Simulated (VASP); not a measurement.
# Ca (P6_3/mmc) in VASP: further runs, part 2 of 2

VASP 6.6.1.

## Step 3: Single point, PBEsol (37.45 Å³/atom)

This run uses another cell than the first one, of 37.45 Å³/atom.

Input file INCAR:

```
ALGO     = Normal         # electronic algorithm
EDIFF    = 1E-7           # SCF threshold, eV
ENCUT    = 520            # plane-wave cutoff, eV
GGA      = PS             # functional
ISIF     = 2              # what is computed and relaxed
ISMEAR   = -1             # smearing method
LASPH    = T              # aspherical terms in the spheres
LCHARG   = F              # write CHGCAR
LREAL    = F              # projectors in reciprocal space
LWAVE    = F              # write WAVECAR
NBANDS   = 28             # bands
NELM     = 80             # most SCF steps
PREC     = Accurate       # precision mode
SIGMA    = 0.1            # smearing width, eV
```

Input file KPOINTS:

```
k-points
0
Gamma
  11 11 3
```

Input file POSCAR:

```
Ca
1.0
    3.7489655953      0.0000000000      0.0000000000
   -1.8744827976      3.2466994434      0.0000000000
    0.0000000000      0.0000000000     12.3087912162
Ca
4
Direct
    1.0000000000      0.0000000000      1.0000000000
    1.0000000000      0.0000000000      0.5000000000
    0.3333333333      0.6666666667      0.2500000000
    0.6666666667      0.3333333333      0.7500000000
```

Potentials or basis: VASP PAW PBE potentials, release 64 (Ca_sv).

Run with:

```sh
> cat potpaw_PBE.64/Ca_sv/POTCAR > POTCAR
> mpirun -np 1 vasp_std > vasp.out
```

OUTCAR:

```text
EDIFF = 1E-7
   ENCUT = 520
   GGA = PS
   ISIF = 2
   ISMEAR = -1
   LASPH = T
   LREAL = F
   NELM = 80
   PREC = Accurate

 ion  position               nearest neighbor table
   1  0.000  0.000  0.000-
   2  0.000  0.000  0.500-
   3  0.333  0.667  0.250-
   4  0.667  0.333  0.750-

  LATTYP: Found a hexagonal cell.
 ALAT       =     3.7489655953
 C/A-ratio  =     3.2832499801

  Lattice vectors:

 A1 = (   3.7489655953,   0.0000000000,   0.0000000000)
 A2 = (  -1.8744827976,   3.2466994434,   0.0000000000)
 A3 = (   0.0000000000,   0.0000000000,  12.3087912162)

Analysis of symmetry for initial positions (statically):
=====================================================================
 Subroutine PRICEL returns:
 Original cell was already a primitive cell.

 Routine SETGRP: Setting up the symmetry group for a
 hexagonal supercell.

 Subroutine GETGRP returns: Found 24 space group operations
 (whereof 12 operations were pure point group operations)
 out of a pool of 24 trial point group operations.

The static configuration has the point symmetry D_3d.
 The point group associated with its full space group is D_6h.

Analysis of symmetry for dynamics (positions and initial velocities):
=====================================================================
 Subroutine PRICEL returns:
 Original cell was already a primitive cell.

 Routine SETGRP: Setting up the symmetry group for a
 hexagonal supercell.

 Subroutine GETGRP returns: Found 24 space group operations
 (whereof 12 operations were pure point group operations)
 out of a pool of 24 trial point group operations.

The dynamic configuration has the point symmetry D_3d.
 The point group associated with its full space group is D_6h.

 Subroutine INISYM returns: Found 24 space group operations
 (whereof 12 operations are pure point group operations),
 and found     1 'primitive' translations

----------------------------------------------------------------------------------------

                                     Primitive cell

  volume of cell :     149.8197

  direct lattice vectors                    reciprocal lattice vectors
     3.748965595  0.000000000  0.000000000     0.266740245  0.154002552  0.000000000
    -1.874482798  3.246699443  0.000000000     0.000000000  0.308005104  0.000000000
     0.000000000  0.000000000 12.308791216     0.000000000  0.000000000  0.081242746

  length of vectors
     3.748965595  3.748965595 12.308791216     0.308005104  0.308005104  0.081242746

  position of ions in fractional coordinates (direct lattice)
     0.000000000  0.000000000  0.000000000
     0.000000000  0.000000000  0.500000000
     0.333333333  0.666666667  0.250000000
     0.666666667  0.333333333  0.750000000

  ion indices of the primitive-cell ions
   primitive index   ion index
                 1           1
                 2           2
                 3           3
                 4           4

----------------------------------------------------------------------------------------

 KPOINTS: k-points

Automatic generation of k-mesh.
 Grid dimensions read from file:
 generate k-points for:   11   11    3

 Generating k-lattice:

  Cartesian coordinates                     Fractional coordinates (reciprocal lattice)
     0.024249113  0.014000232  0.000000000     0.090909091 -0.000000000  0.000000000
     0.000000000  0.028000464  0.000000000     0.000000000  0.090909091  0.000000000
     0.000000000  0.000000000  0.027080915     0.000000000  0.000000000  0.333333333

  Length of vectors
     0.028000464  0.028000464  0.027080915

  Shift w.r.t. Gamma in fractional coordinates (k-lattice)
     0.000000000  0.000000000  0.000000000

 Subroutine IBZKPT returns following result:
 ===========================================

 Found     32 irreducible k-points:

 Following reciprocal coordinates:
            Coordinates               Weight
  0.000000  0.000000  0.000000      1.000000
  0.090909  0.000000  0.000000      6.000000
  0.181818  0.000000  0.000000      6.000000
  0.272727  0.000000  0.000000      6.000000
  0.363636  0.000000  0.000000      6.000000
  0.454545  0.000000  0.000000      6.000000
[... 16 lines left out ...]
  0.090909  0.090909  0.333333     12.000000
  0.181818  0.090909  0.333333     24.000000
 [... further k-points ...]
   k-points           NKPTS =     32   k-points in BZ     NKDIM =     32   number of bands    NBANDS=     28
   number of dos      NEDOS =    301   number of ions     NIONS =      4
   total plane-waves  NPLWV =  75264
   dimension x,y,z NGX =    28 NGY =   28 NGZ =   96
   dimension x,y,z NGXF=    56 NGYF=   56 NGZF=  192
   ions per type =               4
   NGX,Y,Z   is equivalent  to a cutoff of  12.42, 12.42, 12.97 a.u.
   NGXF,Y,Z  is equivalent  to a cutoff of  24.83, 24.83, 25.93 a.u.
 SYSTEM =  unknown system
   PREC   = accura    normal or accurate (medium, high low for compatibility)
   ISTART =      0    job   : 0-new  1-cont  2-samecut
   ICHARG =      2    charge: 1-file 2-atom 10-const
   ISPIN  =      1    spin polarized calculation?
   LNONCOLLINEAR =      F non collinear calculations
   LSORBIT =      F    spin-orbit coupling
   LASPH  =      T    aspherical Exc in radial PAW
   ENCUT  =  520.0 eV  38.22 Ry    6.18 a.u.   6.97  6.97 22.89*2*pi/ulx,y,z
   NELM   =     80;   NELMIN=  2; NELMDL= -5     # of ELM steps
   EDIFF  = 0.1E-06   stopping-criterion for ELM
   LREAL  =      F    real-space projection
   EDIFFG = 0.1E-05   stopping-criterion for IOM
   NSW    =      0    number of steps for IOM
   IBRION =     -1    ionic relax: 0-MD 1-quasi-New 2-CG
   NFREE  =      0    steps in history (QN), initial steepest desc. (CG)
   ISIF   =      2    stress and relaxation
   ISYM   =      2    0-nonsym 1-usesym 2-fastsym
   POTIM  = 0.5000    time-step for ionic-motion
   TEBEG  =    0.0;   TEEND  =   0.0 temperature during run
   PSTRESS=    0.0 pullay stress
   NELECT =      40.0000    total number of electrons
   NUPDOWN=      -1.0000    fix difference up-down
   EMIN   =  10.00;   EMAX   =-10.00  energy-range for DOS
   EFERMI =   0.00;   METHOD = LEGACY
   ISMEAR =    -1;   SIGMA  =   0.10  broadening in eV -4-tet -1-fermi 0-gaus
   EFERMI_NEDOS =   21; number of points for ismear=-14 and -15
   IALGO  =     38    algorithm
   IMIX   =      4    mixing-type and parameters
     AMIX     =   0.40;   BMIX     =  1.00
     AMIX_MAG =   1.60;   BMIX_MAG =  1.00
  volume/ion in A,a.u.               =      37.45       252.76
  Fermi-wavevector in a.u.,A,eV,Ry     =   1.054157  1.992067 15.119425  1.111246
  Thomas-Fermi vector in A             =   2.189306
   LORBIT       =      0    0 simple, 1 ext, 2 COOP (PROOUT), +10 PAW based schemes
   GGA     = PS    functional components
   LHFCALC =     F    Hartree Fock is set to
   AEXX    =    0.0000 exact exchange contribution
   IVDW    =     0    specifies the selected vdW correction
   LEPSILON=     F    determine dielectric tensor
   LRPA    =     F    only Hartree local field effects (RPA)
 non-spin polarized calculation
  energy-cutoff  :      520.00
  volume of cell :      149.82
 maximum number of plane-waves:      4057
 NGX is ok and might be reduce to    28
   NGX = 13   NGY = 13   NGZ = 45

 number of electron      40.0000006 magnetization

 Free energy of the ion-electron system (eV)
  ---------------------------------------------------
  ext. energy  EPLUGINS =         0.00000000
  ---------------------------------------------------
  free energy    TOTEN  =        -8.53880630 eV

  energy without entropy =       -8.37698009  energy(sigma->0) =       -8.45789320

 E-fermi :   2.3960     XC(G=0):  -8.1976

 val. band max:        2.3496816942   @ k =   0.2727   0.0000   0.0000
 cond. band min:       2.4018006955   @ k =   0.3636   0.2727   0.0000
 fundamental gap:      0.0521190014
 Fermi energy:         2.3960417569

 k-point     1 :       0.0000    0.0000    0.0000
  band No.  band energies     occupation
      1     -39.1726      2.00000
      2     -39.1628      2.00000
      3     -39.1581      2.00000
      4     -39.1483      2.00000
      5     -20.3553      2.00000
      6     -20.2508      2.00000
[... 20 lines left out ...]
     27       4.8182      0.00000
     28       4.8333      0.00000
[... 683 lines left out ...]
 k-point    24 :       0.1818    0.0909    0.3333
  band No.  band energies     occupation
      1     -39.1608      2.00000
      2     -39.1577      2.00000
      3     -39.1475      2.00000
      4     -39.1445      2.00000
      5     -20.3137      2.00000
      6     -20.2990      2.00000
[... 20 lines left out ...]
     27       4.6880      0.00000
     28       4.7939      0.00000

 [... further k-points ...]
[... 5 lines left out ...]
  --------------------------------------------------------------------------------------
  -------------------------------------------------------------------------------------
  Total        1.6007800      1.6007800      1.6644778      0.0000000      0.0000000      0.0000000
  in kB       17.1187982     17.1187982     17.7999848      0.0000000      0.0000000      0.0000000
  external PRESSURE =      17.3458604 kB  Pullay stress =       0.0000000 kB

 VOLUME and BASIS-vectors are now :
 -----------------------------------------------------------------------------
  energy-cutoff  :      520.00
  volume of cell :      149.82
      direct lattice vectors                 reciprocal lattice vectors
     3.748965595  0.000000000  0.000000000     0.266740245  0.154002552  0.000000000
    -1.874482798  3.246699443  0.000000000     0.000000000  0.308005104  0.000000000
     0.000000000  0.000000000 12.308791216     0.000000000  0.000000000  0.081242746

 POSITION                                       TOTAL-FORCE (eV/Angst)
 -----------------------------------------------------------------------------------
      0.00000      0.00000      0.00000         0.000000      0.000000      0.000000
      0.00000      0.00000      6.15440         0.000000      0.000000      0.000000
     -0.00000      2.16447      3.07720         0.000000     -0.000000     -0.000000
      1.87448      1.08223      9.23159        -0.000000      0.000000      0.000000
 -----------------------------------------------------------------------------------
    total drift:                                0.000000     -0.000000      0.000000

  FREE ENERGIE OF THE ION-ELECTRON SYSTEM (eV)
  ---------------------------------------------------
  free  energy   TOTEN  =        -8.5388063048 eV

  energy  without entropy=       -8.3769800903  energy(sigma->0) =       -8.45789320
```

Run time: 4 min. Hardware: 1 thread of Oxide Virtual Turin-like, shared host; peak memory 0.27 GiB.

What came out:

```
Free energy            : -8.5388 eV
Pressure               : 1.7 GPa
Band gap on the k mesh : zero (bands 20 and 21 overlap by 0.26 eV)
```

Caveat: the PAW data sets were made with another functional, which shifts forces and pressure a little.

## Step 4: Single point, PBEsol (39.08 Å³/atom)

This run uses another cell than the first one, of 39.08 Å³/atom.

Input file INCAR:

```
ALGO = Normal
EDIFF = 1E-6
ENCUT = 520
GGA = PS
ISIF = 2
ISMEAR = -1
LASPH = T
LCHARG = F
LREAL = F
LWAVE = F
NBANDS = 28
NELM = 100
PREC = Accurate
SIGMA = 0.1
```

KPOINTS is that of step 3.

Input file POSCAR:

```
Ca
1.0
    3.8025294834      0.0000000000      0.0000000000
   -1.9012647417      3.2930871313      0.0000000000
    0.0000000000      0.0000000000     12.4846548509
Ca
4
Direct
    1.0000000000      0.0000000000      1.0000000000
    1.0000000000      0.0000000000      0.5000000000
    0.3333333333      0.6666666667      0.2500000000
    0.6666666667      0.3333333333      0.7500000000
```

Potentials or basis: VASP PAW PBE potentials, release 64 (Ca_sv).

Run with:

```sh
> cat potpaw_PBE.64/Ca_sv/POTCAR > POTCAR
> mpirun -np 1 vasp_std > vasp.out
```

OUTCAR:

```text
EDIFF = 1E-6
   ENCUT = 520
   GGA = PS
   ISIF = 2
   ISMEAR = -1
   LASPH = T
   LREAL = F
   NELM = 100
   PREC = Accurate

 ion  position               nearest neighbor table
   1  0.000  0.000  0.000-
   2  0.000  0.000  0.500-
   3  0.333  0.667  0.250-
   4  0.667  0.333  0.750-

  LATTYP: Found a hexagonal cell.
 ALAT       =     3.8025294834
 C/A-ratio  =     3.2832499802

  Lattice vectors:

 A1 = (   3.8025294834,   0.0000000000,   0.0000000000)
 A2 = (  -1.9012647417,   3.2930871313,   0.0000000000)
 A3 = (   0.0000000000,   0.0000000000,  12.4846548509)

Analysis of symmetry for initial positions (statically):
=====================================================================
 Subroutine PRICEL returns:
 Original cell was already a primitive cell.

 Routine SETGRP: Setting up the symmetry group for a
 hexagonal supercell.

 Subroutine GETGRP returns: Found 24 space group operations
[... 161 lines left out ...]

 Free energy of the ion-electron system (eV)
  ---------------------------------------------------
  ext. energy  EPLUGINS =         0.00000000
  ---------------------------------------------------
  free energy    TOTEN  =        -8.59130805 eV

  energy without entropy =       -8.42738039  energy(sigma->0) =       -8.50934422

 E-fermi :   2.2149     XC(G=0):  -8.0567

 val. band max:        2.1795088352   @ k =   0.3636   0.2727   0.0000
 cond. band min:       2.2318393966   @ k =   0.2727   0.0909   0.0000
 fundamental gap:      0.0523305614
 Fermi energy:         2.2149495078

 k-point     1 :       0.0000    0.0000    0.0000
  band No.  band energies     occupation
      1     -39.4496      2.00000
      2     -39.4421      2.00000
      3     -39.4369      2.00000
      4     -39.4294      2.00000
      5     -20.6110      2.00000
      6     -20.5215      2.00000
[... 733 lines left out ...]
     27       4.4580      0.00000
     28       4.5622      0.00000

 [... further k-points ...]
[... 5 lines left out ...]
  --------------------------------------------------------------------------------------
  -------------------------------------------------------------------------------------
  Total        0.7756234      0.7756234      0.8055295      0.0000000      0.0000000      0.0000000
  in kB        7.9489389      7.9489389      8.2554293      0.0000000      0.0000000      0.0000000
  external PRESSURE =       8.0511024 kB  Pullay stress =       0.0000000 kB

 VOLUME and BASIS-vectors are now :
 -----------------------------------------------------------------------------
  energy-cutoff  :      520.00
  volume of cell :      156.33
      direct lattice vectors                 reciprocal lattice vectors
     3.802529483  0.000000000  0.000000000     0.262982839  0.151833213  0.000000000
    -1.901264742  3.293087131  0.000000000     0.000000000  0.303666426  0.000000000
     0.000000000  0.000000000 12.484654851     0.000000000  0.000000000  0.080098330

 POSITION                                       TOTAL-FORCE (eV/Angst)
 -----------------------------------------------------------------------------------
      0.00000      0.00000      0.00000         0.000000      0.000000      0.000000
      0.00000      0.00000      6.24233         0.000000      0.000000      0.000000
     -0.00000      2.19539      3.12116         0.000000     -0.000000     -0.000000
      1.90126      1.09770      9.36349        -0.000000      0.000000      0.000000
 -----------------------------------------------------------------------------------
    total drift:                                0.000000     -0.000000      0.000000

  FREE ENERGIE OF THE ION-ELECTRON SYSTEM (eV)
  ---------------------------------------------------
  free  energy   TOTEN  =        -8.5913080470 eV

  energy  without entropy=       -8.4273803900  energy(sigma->0) =       -8.50934422
```

stdout:

```text
POSCAR found type information on POSCAR Ca
 POSCAR found :  1 types and       4 ions
 scaLAPACK will be used
 -----------------------------------------------------------------------------
|                                                                             |
|                                                                             |
|     You enforced a specific xc type in the INCAR file but a different       |
|     I HOPE YOU KNOW WHAT YOU ARE DOING!                                     |
|                                                                             |
 -----------------------------------------------------------------------------

 LDA part: xc-table for (Slater+PW92), standard interpolation
 POSCAR, INCAR and KPOINTS ok, starting setup
 FFT: planning ... GRIDC
 FFT: planning ... GRID_SOFT
 FFT: planning ... GRID
 WAVECAR not read
 entering main loop
```

Run time: 2.8 min. Hardware: 1 thread of Oxide Virtual Turin-like, shared host; peak memory 0.27 GiB.

What came out:

```
Free energy            : -8.5913 eV
Pressure               : 0.8 GPa
Band gap on the k mesh : zero (bands 20 and 21 overlap by 0.30 eV)
```

Caveat: the PAW data sets were made with another functional, which shifts forces and pressure a little.

## Step 5: Single point, PBEsol (40.71 Å³/atom)

This run uses another cell than the first one, of 40.71 Å³/atom.

Input file INCAR:

```
PREC = Accurate
ENCUT = 520
EDIFF = 1E-6
ISMEAR = -1
SIGMA = 0.1
LREAL = F
LASPH = T
NELM = 100
ALGO = Normal
ISIF = 2
LWAVE = F
LCHARG = F
GGA = PS
NBANDS = 28
```

Input file KPOINTS:

```
regular mesh
0
Gamma
  11 11 3
```

Input file POSCAR:

```
Ca
1.0
    3.8546254020      0.0000000000      0.0000000000
   -1.9273127010      3.3382035202      0.0000000000
    0.0000000000      0.0000000000     12.6556987747
Ca
4
Direct
    1.0000000000      0.0000000000      1.0000000000
    1.0000000000      0.0000000000      0.5000000000
    0.3333333333      0.6666666667      0.2500000000
    0.6666666667      0.3333333333      0.7500000000
```

Run with:

```sh
> cat potpaw_PBE.64/Ca_sv/POTCAR > POTCAR
> mpirun -np 1 vasp_std > vasp.out
```

It took 3.5 min on 1 thread of Oxide Virtual Turin-like, shared host; peak memory 0.3 GiB.

Results (log left out):

- Free energy: -8.6088 eV
- Pressure: 0.0 GPa
- Band gap on the k mesh: zero (bands 20 and 21 overlap by 0.34 eV)

Levels at points of the mesh, in eV from the Fermi level:
```csv
k point,band 17,band 18,band 19,band 20,band 21,band 22,band 23,band 24
"(0.00, 0.00, 0.00)",-4.11,-3.07,-3.07,-1.05,-0.16,1.40,1.42,2.27
```

Caveat: the PAW data sets were made with another functional, which shifts forces and pressure a little.

## Step 6: Single point, PBEsol (42.34 Å³/atom)

This run uses another cell than the first one, of 42.34 Å³/atom.

Input file INCAR:

```
SYSTEM = Ca
PREC = Accurate
ENCUT = 520
EDIFF = 1E-6
ISMEAR = -1
SIGMA = 0.1
LREAL = .False.
LASPH = .True.
NELM = 80
ALGO = Normal
ISIF = 2
LWAVE = .False.
LCHARG = .True.
GGA = PS
LELF = .True.
LVHAR = .True.
NBANDS = 28
```

Input file KPOINTS:

```
regular mesh
0
Gamma
  11 11 3
  0 0 0
```

Input file POSCAR:

```
Ca
1.0
    3.9053499743      0.0000000000      0.0000000000
   -1.9526749871      3.3821322884      0.0000000000
    0.0000000000      0.0000000000     12.8222402255
Ca
4
Direct
    1.0000000000      0.0000000000      1.0000000000
    1.0000000000      0.0000000000      0.5000000000
    0.3333333333      0.6666666667      0.2500000000
    0.6666666667      0.3333333333      0.7500000000
```

Potentials or basis: VASP PAW PBE potentials, release 64 (Ca_sv).

Run with:

```sh
> cat potpaw_PBE.64/Ca_sv/POTCAR > POTCAR
> mpirun -np 1 vasp_std > vasp.out
```

It took 3.5 min on 1 thread of Oxide Virtual Turin-like, shared host; peak memory 0.29 GiB.

Results (log left out):

| Quantity | Value |
| --- | --- |
| Free energy | -8.5968 eV |
| Pressure | -0.6 GPa |
| Band gap on the k mesh | zero (bands 20 and 21 overlap by 0.38 eV) |

Levels at points of the mesh, in eV from the Fermi level:
```csv
k point,band 16,band 17,band 18,band 19,band 20,band 21,band 22,band 23,band 24,band 25
"(0.00, 0.00, 0.00)",-22.84,-4.04,-3.03,-3.03,-1.03,-0.19,1.38,1.40,2.23,2.23
```

Caveat: the PAW data sets were made with another functional, which shifts forces and pressure a little.

## Step 7: The runs side by side

```csv
cell,gap on the mesh (eV),pressure (GPa)
"a = 3.694, b = 3.694, c = 12.128 Å, angles 90.0, 90.0, 120.0°, 4 atoms",none,2.8
"a = 3.749, b = 3.749, c = 12.309 Å, angles 90.0, 90.0, 120.0°, 4 atoms",none,1.7
"a = 3.803, b = 3.803, c = 12.485 Å, angles 90.0, 90.0, 120.0°, 4 atoms",none,0.8
"a = 3.855, b = 3.855, c = 12.656 Å, angles 90.0, 90.0, 120.0°, 4 atoms",none,0.0
"a = 3.905, b = 3.905, c = 12.822 Å, angles 90.0, 90.0, 120.0°, 4 atoms",none,-0.6
```

Alike in all rows: task single point; level PBEsol; potentials or basis VASP PAW PBE potentials, release 64 (Ca_sv); no spin polarisation; k mesh 11 × 11 × 3; cutoff (eV) 520; smearing fermi-dirac 0.1 eV.

Caveats: the PAW data sets were made with another functional, which shifts forces and pressure a little.

Absolute energies hang on the potentials; compare differences alone.

The gap in the log of VASP goes by the Fermi energy; the results here count the filled bands.